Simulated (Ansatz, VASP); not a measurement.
# Mg5O: VASP beside Ansatz

```xyz
6
Lattice="3.1368 0.0000 0.0000 -1.5684 2.7166 0.0000 0.0000 0.0000 12.8217" Properties=species:S:1:pos:R:3 pbc="T T T"
Mg    0.0000    1.8110    1.2269
Mg    1.5684    0.9055   11.5947
Mg    0.0000    0.0000    6.4108
Mg    0.0000    1.8110    9.0101
Mg    1.5684    0.9055    3.8116
O     0.0000    0.0000    0.0000
```

Alike in both runs: task single point; functional PBE; k mesh 6 × 6 × 2; occupations gaussian, width 0.1 eV; no spin polarisation.

|  | VASP | Ansatz |
| --- | --- | --- |
| version | VASP 6.6.1 | Ansatz 0.2.0 |
| potentials or method | VASP PAW PBE potentials, release 64 (Mg, O), cutoff 600 eV | scalar-relativistic, plane waves, PAW |
| valence electrons in the cell | 16 | 56 |

Ansatz gave:

```
gap on the k mesh at the Fermi level (eV)                     : none
pressure (GPa)                                                : 0.5
traceless stress, the component that is largest in VASP (GPa) : 0.07
rms of the force components (eV/Å)                            : 0.023
```

Question: What did VASP give for the same quantities?

Answer: gap on the k mesh at the Fermi level (eV): none; pressure (GPa): 0.2; traceless stress, the component that is largest in VASP (GPa): 0.07; rms of the force components (eV/Å): 0.017.

Atom by atom the forces differ by 0.006 eV/Å (rms over components). A gap of «none» marks a metal or a gap that the smearing closes. VASP's potentials hold 16 valence electrons a cell and Ansatz's 56, so a difference there can come from the potentials and not from the codes.

The k mesh is coarse, so the values compare programs but aren't converged.
